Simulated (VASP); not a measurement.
# Ru (P6_3/mmc) in VASP: further runs

Ru is run at these levels: PBE; tasks: relaxation of cell and atoms, single point.

Program: VASP 6.6.1. These are calculated values, not measurements. Logs are shortened: lines on timing, memory, paths and dates and some standing lists are left out, and cuts for length are marked.

### Step 1. The cell of the first run

It takes space group P6_3/mmc (No. 194, hexagonal). Conventional cell: a = 3.729 Å, b = 3.729 Å, c = 5.375 Å, α = 90.00°, β = 90.00°, γ = 120.00°. Ru (site symmetry -3m) has 8 Ru at 2.54 to 2.69 Å within 3.3 Å. Within 3.3 Å of Ru (site symmetry -6m2) lie 6 Ru at 2.54 Å.

### Step 2. Relaxation of cell and atoms, PBE

Input file INCAR:

```
PREC     = Accurate       # precision mode
ENCUT    = 500            # plane-wave cutoff, eV
EDIFF    = 1E-7           # SCF threshold, eV
ISMEAR   = 0              # smearing method
SIGMA    = 0.1            # smearing width, eV
LREAL    = False          # projectors in reciprocal space
LASPH    = True           # aspherical terms in the spheres
NELM     = 120            # most SCF steps
ALGO     = Normal         # electronic algorithm
ISIF     = 3              # what is computed and relaxed
LWAVE    = False          # write WAVECAR
LCHARG   = False          # write CHGCAR
GGA      = PE             # functional
IBRION   = 2              # ionic algorithm
NSW      = 100            # ionic steps
EDIFFG   = -0.01          # ionic threshold
GGA_COMPAT= False        
NELMIN   = 4
```

Input file KPOINTS:

```
regular mesh
0
Gamma
  15 15 10
```

Input file POSCAR:

```
Ru
1.0
    3.7288211039      0.0000000000      0.0000000000
   -1.8644105519      3.2292538021      0.0000000000
    0.0000000000      0.0000000000      5.3747688362
Ru
4
Direct
    0.0000000000      0.0000000000      0.5000000000
    0.0000000000      0.0000000000      0.0000000000
    0.3333333333      0.6666666667      0.7500000000
    0.6666666667      0.3333333333      0.2500000000
```

Potentials or basis: VASP PAW PBE potentials, release 64 (Ru_pv).

Run with:

```console
cat potpaw_PBE.64/Ru_pv/POTCAR > POTCAR
mpirun -np 1 vasp_std > vasp.out
```

OUTCAR:

```text
PREC = Accurate
   ENCUT = 500
   EDIFF = 1E-7
   ISMEAR = 0
   LREAL = False
   LASPH = True
   NELM = 120
   ISIF = 3
   GGA = PE
   IBRION = 2
   NSW = 100
   EDIFFG = -0.01
   NELMIN = 4

 ion  position               nearest neighbor table
   1  0.000  0.000  0.500-   3 2.54   4 2.54   3 2.54   4 2.54   4 2.54   3 2.54   2 2.69   2 2.69

   2  0.000  0.000  0.000-   3 2.54   4 2.54   3 2.54   4 2.54   4 2.54   3 2.54   1 2.69   1 2.69

   3  0.333  0.667  0.750-   1 2.54   2 2.54   1 2.54   2 2.54   1 2.54   2 2.54
   4  0.667  0.333  0.250-   1 2.54   2 2.54   1 2.54   2 2.54   1 2.54   2 2.54

  LATTYP: Found a hexagonal cell.
 ALAT       =     3.7288211039
 C/A-ratio  =     1.4414123624

  Lattice vectors:

 A1 = (   3.7288211039,   0.0000000000,   0.0000000000)
 A2 = (  -1.8644105519,   3.2292538021,   0.0000000000)
 A3 = (   0.0000000000,   0.0000000000,   5.3747688362)

Analysis of symmetry for initial positions (statically):
=====================================================================
 Subroutine PRICEL returns:
 Original cell was already a primitive cell.

 Routine SETGRP: Setting up the symmetry group for a
 hexagonal supercell.

 Subroutine GETGRP returns: Found 24 space group operations
 (whereof 12 operations were pure point group operations)
 out of a pool of 24 trial point group operations.

The static configuration has the point symmetry D_3d.
 The point group associated with its full space group is D_6h.

Analysis of symmetry for dynamics (positions and initial velocities):
=====================================================================
 Subroutine PRICEL returns:
 Original cell was already a primitive cell.

 Routine SETGRP: Setting up the symmetry group for a
 hexagonal supercell.

 Subroutine GETGRP returns: Found 24 space group operations
 (whereof 12 operations were pure point group operations)
 out of a pool of 24 trial point group operations.

The dynamic configuration has the point symmetry D_3d.
 The point group associated with its full space group is D_6h.

 Subroutine INISYM returns: Found 24 space group operations
 (whereof 12 operations are pure point group operations),
 and found     1 'primitive' translations

----------------------------------------------------------------------------------------

                                     Primitive cell

  volume of cell :      64.7193

  direct lattice vectors                    reciprocal lattice vectors
     3.728821104  0.000000000  0.000000000     0.268181276  0.154834532  0.000000000
    -1.864410552  3.229253802  0.000000000     0.000000000  0.309669063  0.000000000
     0.000000000  0.000000000  5.374768836     0.000000000  0.000000000  0.186054513

  length of vectors
     3.728821104  3.728821104  5.374768836     0.309669063  0.309669063  0.186054513

  position of ions in fractional coordinates (direct lattice)
     0.000000000  0.000000000  0.500000000
     0.000000000  0.000000000  0.000000000
     0.333333333  0.666666667  0.750000000
     0.666666667  0.333333333  0.250000000

  ion indices of the primitive-cell ions
   primitive index   ion index
                 1           1
                 2           2
                 3           3
                 4           4

----------------------------------------------------------------------------------------

 KPOINTS: regular mesh

Automatic generation of k-mesh.
 Grid dimensions read from file:
 generate k-points for:   15   15   10

 Generating k-lattice:

  Cartesian coordinates                     Fractional coordinates (reciprocal lattice)
     0.017878752  0.010322302  0.000000000     0.066666667 -0.000000000  0.000000000
     0.000000000  0.020644604  0.000000000     0.000000000  0.066666667  0.000000000
     0.000000000  0.000000000  0.018605451     0.000000000  0.000000000  0.100000000

  Length of vectors
     0.020644604  0.020644604  0.018605451

  Shift w.r.t. Gamma in fractional coordinates (k-lattice)
     0.000000000  0.000000000  0.000000000

 Subroutine IBZKPT returns following result:
[... 48 lines left out ...]
  -------------------------------------------------------------------------------------
  Total        0.2815538      0.2815538     -0.1967014      0.0000000      0.0000000      0.0000000
  in kB        6.9700910      6.9700910     -4.8695018      0.0000000      0.0000000      0.0000000
  external PRESSURE =       3.0235601 kB  Pullay stress =       0.0000000 kB

 VOLUME and BASIS-vectors are now :
 -----------------------------------------------------------------------------
  energy-cutoff  :      500.00
  volume of cell :       64.72
      direct lattice vectors                 reciprocal lattice vectors
     3.728821104  0.000000000  0.000000000     0.268181276  0.154834532  0.000000000
    -1.864410552  3.229253802  0.000000000     0.000000000  0.309669063  0.000000000
     0.000000000  0.000000000  5.374768836     0.000000000  0.000000000  0.186054513
[... 115 lines left out ...]
 POSITION                                       TOTAL-FORCE (eV/Angst)
 -----------------------------------------------------------------------------------
      1.87236      3.24303      2.67263         0.000000     -0.000000      0.000000
      3.74473      0.00000      5.34526         0.000000      0.000000      0.000000
     -0.00000      2.16202      4.00894        -0.000000      0.000000     -0.000000
      1.87236      1.08101      1.33631         0.000000     -0.000000      0.000000
 -----------------------------------------------------------------------------------
    total drift:                               -0.000000      0.000000      0.000000

  FREE ENERGIE OF THE ION-ELECTRON SYSTEM (eV)
  ---------------------------------------------------
  free  energy   TOTEN  =       -33.1395743192 eV

  energy  without entropy=      -33.1038898017  energy(sigma->0) =      -33.12173206

--------------------------------------- Ionic step        5  -------------------------------------------

 number of electron      56.0000002 magnetization

 Free energy of the ion-electron system (eV)
  ---------------------------------------------------
  ext. energy  EPLUGINS =         0.00000000
  ---------------------------------------------------
  free energy    TOTEN  =       -33.13969206 eV

  energy without entropy =      -33.10402467  energy(sigma->0) =      -33.12185837

 E-fermi :  10.0407     XC(G=0): -12.8379

 val. band max:       10.0397295987   @ k =   0.2000   0.0667   0.3000
 cond. band min:      10.0452579752   @ k =   0.1333   0.0667   0.4000
 fundamental gap:      0.0055283765
 Fermi energy:        10.0407458040

 k-point     1 :       0.0000    0.0000    0.0000
  band No.  band energies     occupation
      1     -33.2395      2.00000
      2     -33.1695      2.00000
      3     -33.1695      2.00000
      4     -32.8691      2.00000
      5     -32.7589      2.00000
      6     -32.7589      2.00000
[... 853 lines left out ...]
     32      11.0805      0.00000
     33      11.6677      0.00000

 [... further k-points ...]
[... 5 lines left out ...]
  --------------------------------------------------------------------------------------
  -------------------------------------------------------------------------------------
  Total       -0.0051582     -0.0051582     -0.0126444     -0.0000000      0.0000000     -0.0000000
  in kB       -0.1274096     -0.1274096     -0.3123196     -0.0000000      0.0000000     -0.0000000
  external PRESSURE =      -0.1890463 kB  Pullay stress =       0.0000000 kB

 VOLUME and BASIS-vectors are now :
 -----------------------------------------------------------------------------
  energy-cutoff  :      500.00
  volume of cell :       64.86
      direct lattice vectors                 reciprocal lattice vectors
     3.746419677  0.000000000  0.000000000     0.266921511  0.154107206 -0.000000000
    -1.873209838  3.244494613 -0.000000000    -0.000000000  0.308214412 -0.000000000
    -0.000000000  0.000000000  5.336380456    -0.000000000  0.000000000  0.187392936

 POSITION                                       TOTAL-FORCE (eV/Angst)
 -----------------------------------------------------------------------------------
     -0.00000      0.00000      2.66819        -0.000000     -0.000000      0.000000
     -0.00000      0.00000     -0.00000        -0.000000     -0.000000      0.000000
     -0.00000      2.16300      4.00229         0.000000     -0.000000     -0.000000
      1.87321      1.08150      1.33410        -0.000000      0.000000      0.000000
 -----------------------------------------------------------------------------------
    total drift:                                0.000000     -0.000000      0.000000

  FREE ENERGIE OF THE ION-ELECTRON SYSTEM (eV)
  ---------------------------------------------------
  free  energy   TOTEN  =       -33.1396920591 eV

  energy  without entropy=      -33.1040246743  energy(sigma->0) =      -33.12185837

 reached required accuracy - stopping structural energy minimisation
```

Wall time 6.2 min (1 thread of Intel Xeon 6975P-C (Granite Rapids), shared host); peak memory 0.35 GiB.

Results:

```
Free energy                           : -33.1397 eV
Relaxed volume                        : 16.22 Å³/atom
Relaxed cell                          : a = 3.746 Å, b = 3.746 Å, c = 5.336 Å, α = 90.00°, β = 90.00°, γ = 120.00°
Space group after relaxing (to 0.1 Å) : P6_3/mmc (No. 194)
Energy gained by relaxing             : 0.5 meV/atom
Ionic steps                           : 5
Pressure after relaxing               : 0.0 GPa
Band gap on the k mesh                : zero (bands 28 and 29 overlap by 0.93 eV)
```

Step by step:
| step | energy change (eV) | largest force (eV/Å) | pressure (GPa) | volume (Å³) |
| --- | --- | --- | --- | --- |
| 1 | 0.0000 | 0.0000 | 0.30 | 64.72 |
| 2 | -0.0012 | 0.0000 | -0.60 | 65.00 |
| 3 | -0.0012 | 0.0000 | -0.60 | 65.01 |
| 4 | -0.0019 | 0.0000 | -0.22 | 64.91 |
| 5 | -0.0021 | 0.0000 | -0.02 | 64.86 |

Final structure:
```
Ru
1.0
     3.74642    0.00000    0.00000
    -1.87321    3.24449    0.00000
     0.00000    0.00000    5.33638
Ru
4
Direct
  0.00000 0.00000 0.50000
  0.00000 0.00000 0.00000
  0.33333 0.66667 0.75000
  0.66667 0.33333 0.25000
```

### Step 3. Single point, PBE

This run uses another cell than the first one, of 17.84 Å³/atom.

Input file INCAR:

```
SYSTEM = Ru
PREC = Accurate
ENCUT = 520
EDIFF = 1E-6
ISMEAR = 0
SIGMA = 0.1
LREAL = .False.
LASPH = .True.
NELM = 100
ALGO = Normal
ISIF = 2
LWAVE = .False.
LCHARG = .True.
GGA = PE
LELF = .True.
LVHAR = .True.
NBANDS = 36
```

Input file KPOINTS:

```
regular mesh
0
Gamma
  6 6 2
  0 0 0
```

Input file POSCAR:

```
Ru
1.0
    4.1341743928      0.0000000000      0.0000000000
   -2.0670871964      3.5803000478      0.0000000000
    0.0000000000      0.0000000000      4.8204330188
Ru
4
Direct
    0.0000000000      0.0000000000      0.2500000000
    0.0000000000      0.0000000000      0.7500000000
    0.3333333333      0.6666666667      0.7500000000
    0.6666666667      0.3333333333      0.2500000000
```

Potentials or basis: VASP PAW PBE potentials, release 64 (Ru_pv).

Run with:

```console
cat potpaw_PBE.64/Ru_pv/POTCAR > POTCAR
mpirun -np 1 vasp_std > vasp.out
```

It took 56 s on 1 thread of Intel Xeon 8259CL, shared host; peak memory 0.19 GiB.

The run converged. Its results:

```yaml
Free_energy: -31.5876 eV
Pressure: 0.4 GPa
Band_gap_on_the_k_mesh: zero (bands 28 and 29 overlap by 0.90 eV)
```

Stress tensor (GPa, compression positive):
```
0.50 0.00 0.00
0.00 0.50 0.00
0.00 0.00 0.05
```

Levels at points of the mesh, in eV from the Fermi level:
```
           k point  band 25  band 26  band 27  band 28  band 29  band 30  band 31  band 32
(0.00, 0.00, 0.00)    -1.91    -1.68    -1.68    -0.88     0.30     0.30     0.52     0.70
(0.50, 0.00, 0.00)    -1.26    -0.47    -0.29     0.44     0.75     0.92     0.98     1.29
(0.00, 0.00, 0.50)    -1.51    -1.51    -1.51    -1.51    -0.27    -0.27    -0.13    -0.13
(0.50, 0.00, 0.50)    -1.21    -1.21     0.31     0.31     0.36     0.36     0.90     0.90
```

Caveat: the k points lie up to 0.65 Å⁻¹ apart, too coarse for converged energies and pressures of a metal.

### Step 4. Single point, PBE

This run uses another cell than the first one, of 14.61 Å³/atom.

Input file INCAR:

```
PREC     = Accurate       # precision mode
ENCUT    = 520            # plane-wave cutoff, eV
EDIFF    = 1E-6           # SCF threshold, eV
ISMEAR   = 0              # smearing method
SIGMA    = 0.1            # smearing width, eV
LREAL    = False          # projectors in reciprocal space
LASPH    = True           # aspherical terms in the spheres
NELM     = 100            # most SCF steps
ALGO     = Fast           # electronic algorithm
ISIF     = 2              # what is computed and relaxed
LWAVE    = False          # write WAVECAR
LCHARG   = False          # write CHGCAR
GGA      = PE             # functional
NBANDS   = 36             # bands
```

Input file KPOINTS:

```
Automatic mesh
0
Gamma
  9 9 2
```

Input file POSCAR:

```
Ru
1.0
    2.9151342121      0.0000000000      0.0000000000
   -1.4575671061      2.5245802831      0.0000000000
    0.0000000000      0.0000000000      7.9395931794
Ru
4
Direct
    0.0000000000      0.0000000000      0.2500000000
    0.0000000000      0.0000000000      0.7500000000
    0.3333333333      0.6666666667      0.7500000000
    0.6666666667      0.3333333333      0.2500000000
```

Run with:

```console
cat potpaw_PBE.64/Ru_pv/POTCAR > POTCAR
mpirun -np 1 vasp_std > vasp.out
```

Run time: 91 s. Hardware: 1 thread of Intel Xeon 8259CL, shared host; peak memory 0.19 GiB.

The run converged. Its results:

- Free energy: 28.8048 eV
- Pressure: 409.2 GPa
- Band gap on the k mesh: zero (bands 28 and 29 overlap by 2.43 eV)

Stress tensor (GPa, compression positive):
```
614.03   0.00   0.00
  0.00 614.03   0.00
  0.00   0.00  -0.49
```

Levels at points of the mesh, in eV from the Fermi level:
```csv
k point,band 26,band 27,band 28,band 29,band 30,band 31
"(0.00, 0.00, 0.00)",-1.16,-1.16,-1.16,-1.16,-0.13,-0.13
"(0.00, 0.00, 0.50)",-1.16,-1.16,-1.16,-0.30,-0.30,-0.11
```

Caveat: the k points lie up to 0.40 Å⁻¹ apart, too coarse for converged energies and pressures of a metal; atoms lie so close that the PAW spheres overlap strongly, which falsifies energies and pressures.

### Step 5. Single point, PBE

This run uses another cell than the first one, of 17.73 Å³/atom.

Input file INCAR:

```
SYSTEM = Ru
PREC     = Accurate       ! precision mode
ENCUT    = 520            ! plane-wave cutoff, eV
EDIFF    = 1E-6           ! SCF threshold, eV
ISMEAR   = 0              ! smearing method
SIGMA    = 0.1            ! smearing width, eV
LREAL    = .FALSE.        ! projectors in reciprocal space
LASPH    = .TRUE.         ! aspherical terms in the spheres
NELM     = 60             ! most SCF steps
ALGO     = Normal         ! electronic algorithm
ISIF     = 2              ! what is computed and relaxed
LWAVE    = .FALSE.        ! write WAVECAR
LCHARG   = .TRUE.         ! write CHGCAR
GGA      = PE             ! functional
LELF     = .TRUE.         ! ELF
LVHAR    = .TRUE.       
NBANDS   = 36             ! bands
```

Input file KPOINTS:

```
regular mesh
0
G
  6 6 4
  0 0 0
```

Input file POSCAR:

```
Ru
1.0
    4.1547331374      0.0000000000      0.0000000000
   -2.0773665687      3.5981044429      0.0000000000
    0.0000000000      0.0000000000      4.7432336720
Ru
4
Direct
    0.0000000000      0.0000000000      0.2500000000
    0.0000000000      0.0000000000      0.7500000000
    0.3333333333      0.6666666667      0.7500000000
    0.6666666667      0.3333333333      0.2500000000
```

Run with:

```console
cat potpaw_PBE.64/Ru_pv/POTCAR > POTCAR
mpirun -np 1 vasp_std > vasp.out
```

Wall time 62 s (1 thread of Intel Xeon 8259CL, shared host); peak memory 0.2 GiB.

The run converged. Its results:

- Free energy: -31.5861 eV
- Pressure: 0.3 GPa
- Band gap on the k mesh: zero (bands 28 and 29 overlap by 1.37 eV)

Stress tensor (GPa, compression positive):
```
0.30 0.00 0.00
0.00 0.30 0.00
0.00 0.00 0.20
```

Levels at points of the mesh, in eV from the Fermi level:
| k point | band 24 | band 25 | band 26 | band 27 | band 28 | band 29 | band 30 | band 31 | band 32 | band 33 |
| --- | --- | --- | --- | --- | --- | --- | --- | --- | --- | --- |
| (0.00, 0.00, 0.00) | -1.88 | -1.88 | -1.67 | -1.67 | -0.87 | 0.29 | 0.29 | 0.67 | 0.71 | 0.71 |
| (0.50, 0.00, 0.00) | -2.14 | -1.14 | -0.48 | -0.43 | 0.49 | 0.67 | 0.93 | 0.95 | 1.26 | 2.02 |
| (0.00, 0.00, 0.50) | -2.55 | -1.50 | -1.50 | -1.50 | -1.50 | -0.35 | -0.35 | -0.15 | -0.15 | -0.15 |
| (0.50, 0.00, 0.50) | -2.57 | -1.27 | -1.27 | 0.21 | 0.21 | 0.36 | 0.36 | 0.84 | 0.84 | 1.00 |

### Step 6. Single point, PBE

This run uses another cell than the first one, of 19.78 Å³/atom.

Input file INCAR:

```
PREC = Accurate ; ENCUT = 520
EDIFF = 1E-7 ; ISMEAR = 0
SIGMA = 0.1 ; LREAL = F
LASPH = T ; NELM = 80
ALGO = Fast ; ISIF = 2
LWAVE = F ; LCHARG = F
GGA = PE ; NBANDS = 36
```

Input file KPOINTS:

```
regular mesh
0
Gamma
  6 6 4
```

Input file POSCAR:

```
Ru
1.0
    4.0280818314      0.0000000000      0.0000000000
   -2.0140409157      3.4884211945      0.0000000000
    0.0000000000      0.0000000000      5.6292794699
Ru
4
Direct
    0.3333333333      0.6666666667      0.4572493811
    0.6666666667      0.3333333333      0.9572493811
    0.6666666667      0.3333333333      0.5427506189
    0.3333333333      0.6666666667      0.0427506189
```

Potentials or basis: VASP PAW PBE potentials, release 64 (Ru_pv).

Run with:

```console
cat potpaw_PBE.64/Ru_pv/POTCAR > POTCAR
mpirun -np 1 vasp_std > vasp.out
```

It took 89 s on 1 thread of Intel Xeon 8259CL, shared host; peak memory 0.2 GiB.

Results (log left out):

```
Free energy            : -32.3001 eV
Pressure               : 0.1 GPa
Largest force          : 0.025 eV/Å
Band gap on the k mesh : zero (bands 28 and 29 overlap by 1.48 eV)
```

Forces on the atoms (eV/Å):
```
Ru   0.000  0.000  0.025
Ru   0.000  0.000  0.025
Ru   0.000  0.000 -0.025
Ru   0.000  0.000 -0.025
```

Stress tensor (GPa, compression positive):
```
0.18 0.00 0.00
0.00 0.18 0.00
0.00 0.00 0.06
```

Levels at points of the mesh, in eV from the Fermi level:
```csv
k point,band 24,band 25,band 26,band 27,band 28,band 29,band 30,band 31,band 32,band 33
"(0.00, 0.00, 0.00)",-2.33,-1.89,-1.89,-0.78,-0.78,0.04,0.26,0.26,1.51,1.51
"(0.50, 0.00, 0.00)",-1.33,-1.25,-1.16,-1.10,-0.18,0.71,0.86,1.51,2.11,2.25
"(0.00, 0.00, 0.50)",-2.91,-1.33,-1.33,-1.33,-1.33,-0.98,-0.98,0.95,0.95,0.95
"(0.50, 0.00, 0.50)",-2.42,-1.50,-1.50,0.03,0.03,0.65,0.65,1.13,1.13,1.54
```

### Step 7. Overview

```csv
task,cell,k mesh,cutoff (eV),gap on the mesh (eV),pressure (GPa)
relaxation of cell and atoms,"relaxed from a = 3.729, b = 3.729, c = 5.375 Å, angles 90.0, 90.0, 120.0°, 4 atoms, atomic positions A",15 × 15 × 10,500,none,0.0
single point,"a = 4.134, b = 4.134, c = 4.820 Å, angles 90.0, 90.0, 120.0°, 4 atoms, atomic positions B",6 × 6 × 2,520,none,0.4
single point,"a = 2.915, b = 2.915, c = 7.940 Å, angles 90.0, 90.0, 120.0°, 4 atoms, atomic positions B",9 × 9 × 2,520,none,409.2
single point,"a = 4.155, b = 4.155, c = 4.743 Å, angles 90.0, 90.0, 120.0°, 4 atoms, atomic positions B",6 × 6 × 4,520,none,0.3
single point,"a = 4.028, b = 4.028, c = 5.629 Å, angles 90.0, 90.0, 120.0°, 4 atoms, atomic positions C",6 × 6 × 4,520,none,0.1
```

Alike in all rows: level PBE; potentials or basis VASP PAW PBE potentials, release 64 (Ru_pv); no spin polarisation; smearing gaussian 0.1 eV.

Caveats: some runs use coarse meshes; atoms lie so close that the PAW spheres overlap strongly, which falsifies energies and pressures (at least some runs).

Total energies depend on the potentials used, so only differences within one code and one set of settings carry meaning.
